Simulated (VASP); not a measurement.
A run of VASP 6.6.1:

POSCAR

```
Co
1.0
    0.0000000000      1.7601741092      1.7601741092
    1.7601741092      0.0000000000      1.7601741092
    1.7601741092      1.7601741092      0.0000000000
Co
1
Direct
    0.0000000000      0.0000000000      0.0000000000
```

INCAR.step1

```
SYSTEM = Co
  ALGO = Normal
  EDIFF = 1E-6
  ENCUT = 520
  GGA = PE
  ISIF = 2
  ISMEAR = 0
  ISPIN = 2
  LASPH = .TRUE.
  LCHARG = .TRUE.
  LMAXMIX = 4
  LREAL = .FALSE.
  LWAVE = .FALSE.
  MAGMOM = 1.88
  NBANDS = 14
  NELM = 150
  PREC = Accurate
  SIGMA = 0.1
```

KPOINTS.step1

```
k-points
0
G
  20 20 20
  0 0 0
```

File INCAR.step2:

```
SYSTEM = Co
  ALGO = Normal
  EDIFF = 1E-6
  ENCUT = 520
  GGA = PE
  ICHARG = 11
  ISIF = 2
  ISMEAR = -5
  ISPIN = 2
  LASPH = .TRUE.
  LCHARG = .FALSE.
  LMAXMIX = 4
  LORBIT = 11
  LREAL = .FALSE.
  LWAVE = .FALSE.
  MAGMOM = 1.88
  NBANDS = 14
  NEDOS = 2001
  NELM = 150
  PREC = Accurate
  SIGMA = 0.1
```

KPOINTS.step2

```
k-points
0
G
  30 30 30
  0 0 0
```

Potentials or basis: VASP PAW PBE potentials, release 64 (Co).

Launch:

```sh
$ cat potpaw_PBE.64/Co/POTCAR > POTCAR
$ cp INCAR.step1 INCAR
$ cp KPOINTS.step1 KPOINTS
$ mpirun -np 1 vasp_std > vasp.out
$ cp INCAR.step2 INCAR
$ cp KPOINTS.step2 KPOINTS
$ mpirun -np 1 vasp_std > vasp.out
```

Hardware: 1 thread of AMD EPYC 9R45 96-Core Processor (Zen 5), with other jobs on the host.

Task: Estimate the wall time of this run.

Result: It took 100 s on 1 thread of AMD EPYC 9R45 96-Core Processor (Zen 5), on a shared host, peak memory 0.25 GiB. Counts: k points 752.
